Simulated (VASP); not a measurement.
# Ga2O3 (C2/c) in VASP: single point with r2SCAN

Aim: the single point of Ga2O3 with r2SCAN.

All numbers are computed with VASP 6.6.1; they aren't measurements. Logs are shortened: lines on timing, memory, paths and dates and some standing lists are left out, and cuts for length are marked.

**1. The cell of the first run**

Symmetry: C2/c, No. 15, monoclinic system. Conventional cell: a = 8.635 Å, b = 4.985 Å, c = 5.398 Å, α = 90.00°, β = 123.92°, γ = 90.00°. Within 2.5 Å of Ga (site symmetry 1) lie 6 O at 1.91 to 2.10 Å. O (site symmetry 2) has 4 Ga at 1.94 to 2.07 Å and 12 O at 2.62 to 3.01 Å within 3.1 Å. Within 2.5 Å of O (site symmetry 1) lie 4 Ga at 1.91 to 2.10 Å.

**2. Single point, r2SCAN (strain -0.0300 x Voigt [0, 0, 0, 1, 0, 0])**

File POSCAR:

```
Ga2O3
1.0
    2.4923023535      1.3717214355      4.4590826443
   -2.4923023535      1.3717214355      4.4590826443
    0.0000000000     -2.9450728686      4.5238345589
Ga O
4 6
Direct
    0.3554023483      0.3554023483      0.3554023483
    0.1445976517      0.1445976517      0.1445976517
    0.6445976517      0.6445976517      0.6445976517
    0.8554023483      0.8554023483      0.8554023483
    0.5536262452      0.9463737548      0.2500000000
    0.2500000000      0.5536262452      0.9463737548
    0.9463737548      0.2500000000      0.5536262452
    0.4463737548      0.0536262452      0.7500000000
    0.7500000000      0.4463737548      0.0536262452
    0.0536262452      0.7500000000      0.4463737548
```

File INCAR.step1:

```
SYSTEM = Ga2O3
ALGO = Normal ; EDIFF = 1E-4
ENCUT = 520 ; GGA = PE
ISMEAR = 0 ; LASPH = .TRUE.
LCHARG = .FALSE. ; LREAL = .FALSE.
LWAVE = .TRUE. ; NBANDS = 55
NELM = 100 ; PREC = Accurate
SIGMA = 0.05
```

File INCAR.step2:

```
SYSTEM = Ga2O3
ALGO = Normal ; EDIFF = 1E-6
ENCUT = 520 ; ISIF = 2
ISMEAR = 0 ; ISTART = 1
LASPH = .TRUE. ; LCHARG = .FALSE.
LMIXTAU = .TRUE. ; LREAL = .FALSE.
LWAVE = .FALSE. ; METAGGA = R2SCAN
NBANDS = 55 ; NELM = 100
PREC = Accurate ; SIGMA = 0.05
```

File KPOINTS:

```
k-points
0
G
  6 6 6
  0 0 0
```

Potentials or basis: VASP PAW PBE potentials, release 64 (Ga_d, O).

Started as:

```
$ cat potpaw_PBE.64/Ga_d/POTCAR potpaw_PBE.64/O/POTCAR > POTCAR
$ cp INCAR.step1 INCAR
$ mpirun -np 1 vasp_std > vasp.out
$ cp INCAR.step2 INCAR
$ mpirun -np 1 vasp_std > vasp.out
```

OUTCAR:

```text
SYSTEM = Ga2O3
   EDIFF = 1E-6
   ENCUT = 520
   ISIF = 2
   ISMEAR = 0
   ISTART = 1
   LASPH = .TRUE.
   LREAL = .FALSE.
   METAGGA = R2SCAN
   NELM = 100
   PREC = Accurate

 ion  position               nearest neighbor table
   1  0.355  0.355  0.355-   9 1.91  10 1.93   8 1.94   7 2.05   5 2.07   6 2.10   2 2.83
   2  0.145  0.145  0.145-  10 1.91   9 1.93   8 1.94   6 2.05   5 2.07   7 2.10   1 2.83
   3  0.645  0.645  0.645-   6 1.91   7 1.93   5 1.94  10 2.05   8 2.07   9 2.10   4 2.83
   4  0.855  0.855  0.855-   7 1.91   6 1.93   5 1.94   9 2.05   8 2.07  10 2.10   3 2.83
   5  0.554  0.946  0.250-   3 1.94   4 1.94   1 2.07   2 2.07
   6  0.250  0.554  0.946-   3 1.91   4 1.93   2 2.05   1 2.10
   7  0.946  0.250  0.554-   4 1.91   3 1.93   1 2.05   2 2.10
   8  0.446  0.054  0.750-   1 1.94   2 1.94   3 2.07   4 2.07
   9  0.750  0.446  0.054-   1 1.91   2 1.93   4 2.05   3 2.10
  10  0.054  0.750  0.446-   2 1.91   1 1.93   3 2.05   4 2.10

  LATTYP: Found a base centered monoclinic cell.
 ALAT       =     8.6345598323
 B/A-ratio  =     0.5772853282
 C/A-ratio  =     0.6251635385
 COS(beta)  =    -0.5580927759

  Lattice vectors:

 A1 = (   2.4923023535,   4.3167943041,  -0.0647519146)
 A2 = (  -2.4923023535,   4.3167943041,  -0.0647519146)
 A3 = (   0.0000000000,  -2.9450728686,   4.5238345589)

Analysis of symmetry for initial positions (statically):
=====================================================================
 Subroutine PRICEL returns:
 Original cell was already a primitive cell.

 Routine SETGRP: Setting up the symmetry group for a
 base centered monoclinic supercell.

 Subroutine GETGRP returns: Found  4 space group operations
 (whereof  2 operations were pure point group operations)
 out of a pool of  4 trial point group operations.

The static configuration has the point symmetry S_2 .
 The point group associated with its full space group is C_2h.

Analysis of symmetry for dynamics (positions and initial velocities):
=====================================================================
 Subroutine PRICEL returns:
 Original cell was already a primitive cell.

 Routine SETGRP: Setting up the symmetry group for a
 base centered monoclinic supercell.

 Subroutine GETGRP returns: Found  4 space group operations
 (whereof  2 operations were pure point group operations)
 out of a pool of  4 trial point group operations.

The dynamic configuration has the point symmetry S_2 .
 The point group associated with its full space group is C_2h.

 Subroutine INISYM returns: Found  4 space group operations
 (whereof  2 operations are pure point group operations),
 and found     1 'primitive' translations

----------------------------------------------------------------------------------------

                                     Primitive cell

  volume of cell :      96.3911

  direct lattice vectors                    reciprocal lattice vectors
     2.492302353  1.371721436  4.459082644     0.200617714  0.116968914  0.076148226
    -2.492302353  1.371721436  4.459082644    -0.200617714  0.116968914  0.076148226
     0.000000000 -2.945072869  4.523834559     0.000000000 -0.230589359  0.070934852

  length of vectors
     5.289291895  5.289291895  5.398011978     0.244392607  0.244392607  0.241253406

  position of ions in fractional coordinates (direct lattice)
     0.355402348  0.355402348  0.355402348
     0.144597652  0.144597652  0.144597652
     0.644597652  0.644597652  0.644597652
     0.855402348  0.855402348  0.855402348
     0.553626245  0.946373755  0.250000000
     0.250000000  0.553626245  0.946373755
     0.946373755  0.250000000  0.553626245
     0.446373755  0.053626245  0.750000000
     0.750000000  0.446373755  0.053626245
     0.053626245  0.750000000  0.446373755

  ion indices of the primitive-cell ions
   primitive index   ion index
                 1           1
                 2           2
                 3           3
                 4           4
                 5           5
                 6           6
                 7           7
                 8           8
                 9           9
                10          10

----------------------------------------------------------------------------------------

 KPOINTS: k-points

Automatic generation of k-mesh.
 Grid dimensions read from file:
 generate k-points for:    6    6    6

 Generating k-lattice:

  Cartesian coordinates                     Fractional coordinates (reciprocal lattice)
     0.033436286  0.019494819  0.012691371     0.166666667  0.000000000  0.000000000
    -0.033436286  0.019494819  0.012691371     0.000000000  0.166666667  0.000000000
     0.000000000 -0.038431560  0.011822475    -0.000000000 -0.000000000  0.166666667

  Length of vectors
     0.040732101  0.040732101  0.040208901

  Shift w.r.t. Gamma in fractional coordinates (k-lattice)
     0.000000000  0.000000000  0.000000000

 Subroutine IBZKPT returns following result:
 ===========================================

 Found     68 irreducible k-points:

 Following reciprocal coordinates:
            Coordinates               Weight
  0.000000  0.000000  0.000000      1.000000
  0.166667 -0.000000  0.000000      4.000000
  0.333333 -0.000000 -0.000000      4.000000
  0.500000 -0.000000 -0.000000      2.000000
  0.166667  0.166667  0.000000      2.000000
  0.333333  0.166667 -0.000000      4.000000
[... 16 lines left out ...]
 -0.333333  0.166667  0.166667      4.000000
 -0.166667  0.166667  0.166667      4.000000
 [... further k-points ...]
   k-points           NKPTS =     68   k-points in BZ     NKDIM =     68   number of bands    NBANDS=     55
   number of dos      NEDOS =    301   number of ions     NIONS =     10
   total plane-waves  NPLWV =  64000
   dimension x,y,z NGX =    40 NGY =   40 NGZ =   40
   dimension x,y,z NGXF=    80 NGYF=   80 NGZF=   80
   ions per type =               4   6
   NGX,Y,Z   is equivalent  to a cutoff of  12.57, 12.57, 12.32 a.u.
   NGXF,Y,Z  is equivalent  to a cutoff of  25.14, 25.14, 24.64 a.u.
 SYSTEM =  Ga2O3
   PREC   = accura    normal or accurate (medium, high low for compatibility)
   ISTART =      1    job   : 0-new  1-cont  2-samecut
   ICHARG =      0    charge: 1-file 2-atom 10-const
   ISPIN  =      1    spin polarized calculation?
   LNONCOLLINEAR =      F non collinear calculations
   LSORBIT =      F    spin-orbit coupling
   LASPH  =      T    aspherical Exc in radial PAW
   ENCUT  =  520.0 eV  38.22 Ry    6.18 a.u.   9.83  9.83 10.04*2*pi/ulx,y,z
   NELM   =    100;   NELMIN=  2; NELMDL=  0     # of ELM steps
   EDIFF  = 0.1E-05   stopping-criterion for ELM
   LREAL  =      F    real-space projection
   EDIFFG = 0.1E-04   stopping-criterion for IOM
   NSW    =      0    number of steps for IOM
   IBRION =     -1    ionic relax: 0-MD 1-quasi-New 2-CG
   NFREE  =      0    steps in history (QN), initial steepest desc. (CG)
   ISIF   =      2    stress and relaxation
   ISYM   =      2    0-nonsym 1-usesym 2-fastsym
   POTIM  = 0.5000    time-step for ionic-motion
   TEBEG  =    0.0;   TEEND  =   0.0 temperature during run
   PSTRESS=    0.0 pullay stress
   NELECT =      88.0000    total number of electrons
   NUPDOWN=      -1.0000    fix difference up-down
   EMIN   =  10.00;   EMAX   =-10.00  energy-range for DOS
   EFERMI =   0.00;   METHOD = LEGACY
   ISMEAR =     0;   SIGMA  =   0.05  broadening in eV -4-tet -1-fermi 0-gaus
   EFERMI_NEDOS =   21; number of points for ismear=-14 and -15
   IALGO  =     38    algorithm
   IMIX   =      4    mixing-type and parameters
     AMIX     =   0.40;   BMIX     =  1.00
     AMIX_MAG =   1.60;   BMIX_MAG =  1.00
  volume/ion in A,a.u.               =       9.64        65.05
  Fermi-wavevector in a.u.,A,eV,Ry     =   1.588145  3.001158 34.316662  2.522203
  Thomas-Fermi vector in A             =   2.687193
   LORBIT       =      0    0 simple, 1 ext, 2 COOP (PROOUT), +10 PAW based schemes
   METAGGA = R2SCAN    functional components
   LHFCALC =     F    Hartree Fock is set to
   AEXX    =    0.0000 exact exchange contribution
   IVDW    =     0    specifies the selected vdW correction
   LEPSILON=     F    determine dielectric tensor
   LRPA    =     F    only Hartree local field effects (RPA)
 non-spin polarized calculation
 Gauss-broadening in eV      SIGMA  =   0.05
  energy-cutoff  :      520.00
  volume of cell :       96.39
 maximum number of plane-waves:      2611
   NGX = 19   NGY = 19   NGZ = 21

 number of electron      87.9999985 magnetization

 Free energy of the ion-electron system (eV)
  ---------------------------------------------------
  ext. energy  EPLUGINS =         0.00000000
  ---------------------------------------------------
  free energy    TOTEN  =      -102.29796889 eV

  energy without entropy =     -102.29796889  energy(sigma->0) =     -102.29796889

 E-fermi :   4.3761     XC(G=0): -13.1610

 val. band max:        4.1512896659   @ k =  -0.1667   0.0000   0.1667
 cond. band min:       7.6750434893   @ k =   0.0000   0.0000   0.0000
 fundamental gap:      3.5237538233
 Fermi energy:         4.3760851806

 k-point     1 :       0.0000    0.0000    0.0000
  band No.  band energies     occupation
      1     -15.8048      2.00000
      2     -13.8676      2.00000
      3     -13.8661      2.00000
      4     -13.8620      2.00000
      5     -13.7038      2.00000
      6     -13.6916      2.00000
[... 47 lines left out ...]
     54      16.4353      0.00000
     55      17.4996      0.00000

 k-point     2 :       0.1667   -0.0000    0.0000
  band No.  band energies     occupation
      1     -15.6793      2.00000
      2     -13.9768      2.00000
      3     -13.8879      2.00000
      4     -13.8659      2.00000
      5     -13.7451      2.00000
      6     -13.6920      2.00000
[... 47 lines left out ...]
     54      16.9300      0.00000
     55      17.3024      0.00000

 k-point     3 :       0.3333   -0.0000   -0.0000
  band No.  band energies     occupation
      1     -15.3297      2.00000
      2     -14.3235      2.00000
      3     -13.9399      2.00000
      4     -13.8724      2.00000
      5     -13.7966      2.00000
      6     -13.6915      2.00000
[... 1152 lines left out ...]
 k-point    23 :      -0.3333    0.1667    0.1667
  band No.  band energies     occupation
      1     -14.9556      2.00000
      2     -14.6079      2.00000
      3     -14.0165      2.00000
      4     -13.8966      2.00000
      5     -13.8472      2.00000
      6     -13.6917      2.00000
[... 47 lines left out ...]
     54      16.6798      0.00000
     55      17.5159      0.00000

 k-point    24 :      -0.1667    0.1667    0.1667
  band No.  band energies     occupation
      1     -15.3803      2.00000
      2     -14.1772      2.00000
      3     -13.9560      2.00000
      4     -13.8965      2.00000
      5     -13.8189      2.00000
      6     -13.7095      2.00000
[... 47 lines left out ...]
     54      16.6759      0.00000
     55      17.4366      0.00000

 [... further k-points ...]

------------------------ aborting loop because EDIFF is reached ----------------------------------------

  FORCE on cell =-STRESS in cart. coord.  units (eV):
  Direction    XX          YY          ZZ          XY          YZ          ZX
  --------------------------------------------------------------------------------------
  -------------------------------------------------------------------------------------
  Total        1.4368107      1.3426920      1.0589905      0.0000000      2.0294118      0.0000000
  in kB       23.8821351     22.3177286     17.6021481      0.0000000     33.7321319      0.0000000
  external PRESSURE =      21.2673372 kB  Pullay stress =       0.0000000 kB

 VOLUME and BASIS-vectors are now :
 -----------------------------------------------------------------------------
  energy-cutoff  :      520.00
  volume of cell :       96.39
      direct lattice vectors                 reciprocal lattice vectors
     2.492302353  1.371721436  4.459082644     0.200617714  0.116968914  0.076148226
    -2.492302353  1.371721436  4.459082644    -0.200617714  0.116968914  0.076148226
     0.000000000 -2.945072869  4.523834559     0.000000000 -0.230589359  0.070934852

 POSITION                                       TOTAL-FORCE (eV/Angst)
 -----------------------------------------------------------------------------------
      0.00000     -0.07166      4.77732         0.059728     -0.222901     -0.032947
      0.00000     -0.02916      1.94368         0.059728      0.222901      0.032947
      0.00000     -0.12997      8.66468        -0.059728      0.222901      0.032947
      0.00000     -0.17247     11.49832        -0.059728     -0.222901     -0.032947
     -0.97885      1.32131      7.81958         0.045799      0.000000      0.000000
     -0.75673     -1.68479      7.86467        -0.065761     -0.129577     -0.076824
      1.73557      0.01062      7.83924        -0.065761      0.129577      0.076824
      0.97885     -1.52294      5.62242        -0.045799      0.000000      0.000000
      0.75673      1.48316      5.57733         0.065761      0.129577      0.076824
     -1.73557     -0.21225      5.60276         0.065761     -0.129577     -0.076824
 -----------------------------------------------------------------------------------
    total drift:                               -0.000000     -0.000000      0.000000

  FREE ENERGIE OF THE ION-ELECTRON SYSTEM (eV)
  ---------------------------------------------------
  free  energy   TOTEN  =      -102.2979688875 eV

  energy  without entropy=     -102.2979688875  energy(sigma->0) =     -102.29796889
```

Wall time 45 min (1 thread of Intel Xeon 8259CL, shared host); peak memory 0.43 GiB.

What came out:

| Property | Result |
| --- | --- |
| Free energy | -102.2980 eV |
| Pressure | 2.1 GPa |
| Largest force | 0.233 eV/Å |
| Band gap on the k mesh | 3.52 eV (least direct gap 3.79 eV) |

Forces on the atoms (eV/Å):
```
Ga   0.060 -0.223 -0.033
Ga   0.060  0.223  0.033
Ga  -0.060  0.223  0.033
Ga  -0.060 -0.223 -0.033
O    0.046  0.000  0.000
O   -0.066 -0.130 -0.077
O   -0.066  0.130  0.077
O   -0.046  0.000  0.000
O    0.066  0.130  0.077
O    0.066 -0.130 -0.077
```

Stress tensor (GPa, compression positive):
```
2.39 0.00 0.00
0.00 2.23 3.37
0.00 3.37 1.76
```

Levels at points of the mesh, in eV from the valence-band top:
```csv
k point,band 41,band 42,band 43,band 44,band 45,band 46,band 47,band 48
"(0.00, 0.00, 0.00)",-0.33,-0.32,-0.30,-0.26,3.52,7.49,7.63,9.76
"(0.50, 0.00, 0.00)",-1.04,-0.96,-0.21,-0.19,7.14,7.23,7.51,7.55
"(0.50, 0.50, 0.00)",-0.88,-0.75,-0.34,-0.16,7.34,7.57,8.42,8.53
"(0.00, 0.00, 0.50)",-1.06,-1.06,-0.12,-0.12,7.21,7.21,7.51,7.51
"(0.50, 0.00, 0.50)",-0.89,-0.70,-0.24,-0.16,7.35,7.52,8.41,8.57
"(0.50, 0.50, 0.50)",-0.36,-0.36,-0.27,-0.27,6.61,6.61,8.71,8.71
```

Caveat: the cell differs from its parent crystal (strain -0.0300 x Voigt [0, 0, 0, 1, 0, 0]); the PAW data sets were made with another functional, which shifts forces and pressure a little.
